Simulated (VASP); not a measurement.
Set up this calculation in VASP 6.6.1, as the native input.

```yaml
Task: single point
Functional: PBEsol
Potentials_or_basis: VASP PAW PBE potentials, release 64 (Al)
Cutoff: 520 eV
k_mesh: 18 × 18 × 18
Occupations: gaussian, width 0.1 eV
Spin: no spin polarisation
Dipole_correction: no
Further_INCAR_settings: ALGO = Normal; EDIFF = 1e-06; NBANDS = 8
```

The structure of Al lies in POSCAR:

```
Al
1.0
    0.0000000000      2.0075294199      2.0075294199
    2.0075294199      0.0000000000      2.0075294199
    2.0075294199      2.0075294199      0.0000000000
Al
1
Direct
    0.0000000000      0.0000000000      0.0000000000
```

The input as run:

INCAR

```
SYSTEM = Al
PREC = Accurate
ENCUT = 520
EDIFF = 1E-6
ISMEAR = 0
SIGMA = 0.1
LREAL = .False.
LASPH = .True.
NELM = 100
ALGO = Normal
ISIF = 2
LWAVE = .False.
LCHARG = .False.
GGA = PS
NBANDS = 8
```

KPOINTS

```
regular mesh
0
Gamma
  18 18 18
  0 0 0
```

Potentials or basis: VASP PAW PBE potentials, release 64 (Al).

Launch:

```bash
$ cat potpaw_PBE.64/Al/POTCAR > POTCAR
$ mpirun -np 1 vasp_std > vasp.out
```

It gave:

* Pressure: 0.1 GPa

Caveat: the PAW data sets were made with another functional, which shifts forces and pressure a little.

Run time: 11 s on 1 thread of Intel(R) Xeon(R) Platinum 8488C (Sapphire Rapids), with other jobs on the host, peak memory 0.14 GiB.
